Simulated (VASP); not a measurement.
Here is a VASP 6.6.1 calculation.

The input INCAR:

```
PREC     = Accurate       # precision mode
ENCUT    = 520            # plane-wave cutoff, eV
EDIFF    = 1E-6           # SCF threshold, eV
ISMEAR   = 0              # smearing method
SIGMA    = 0.05           # smearing width, eV
LREAL    = F              # projectors in reciprocal space
LASPH    = T              # aspherical terms in the spheres
NELM     = 80             # most SCF steps
ALGO     = Normal         # electronic algorithm
ISIF     = 2              # what is computed and relaxed
LWAVE    = F              # write WAVECAR
LCHARG   = F              # write CHGCAR
GGA      = PS             # functional
NBANDS   = 17             # bands
```

KPOINTS

```
Automatic mesh
0
Gamma
  10 10 10
```

Contents of POSCAR:

```
PbSe
1.0
   -0.0469427595      3.0647834490      3.1625272770
    3.1677941750     -0.0639989350      3.1795834525
    3.1035808895      3.0176263390      0.0002143505
Pb Se
1 1
Direct
   -0.0193311889     -0.0234394135      0.0046258348
    0.5193311889      0.5234394135      0.4953741652
```

Potentials or basis: VASP PAW PBE potentials, release 64 (Pb_d, Se).

Run with:

```bash
$ cat potpaw_PBE.64/Pb_d/POTCAR potpaw_PBE.64/Se/POTCAR > POTCAR
$ mpirun -np 1 vasp_std > vasp.out
```

Q: What does it give for the band gap on the k mesh?

A: 0.53 eV.

Q: What does it give for the pressure?

A: -2.5 GPa.

Q: What does it give for the largest force?

A: 0.144 eV/Å.

Forces in eV/Å, atoms in the order of the input:
```
Pb   0.031  0.097  0.103
Se  -0.031 -0.097 -0.103
```

Caveat: the cell differs from its parent crystal (atoms moved at random and the cell strained at random); the PAW data sets were made with another functional, which shifts forces and pressure a little; spin-orbit coupling is left out, which moves the levels of the heavy elements. A k mesh can miss the band edges.
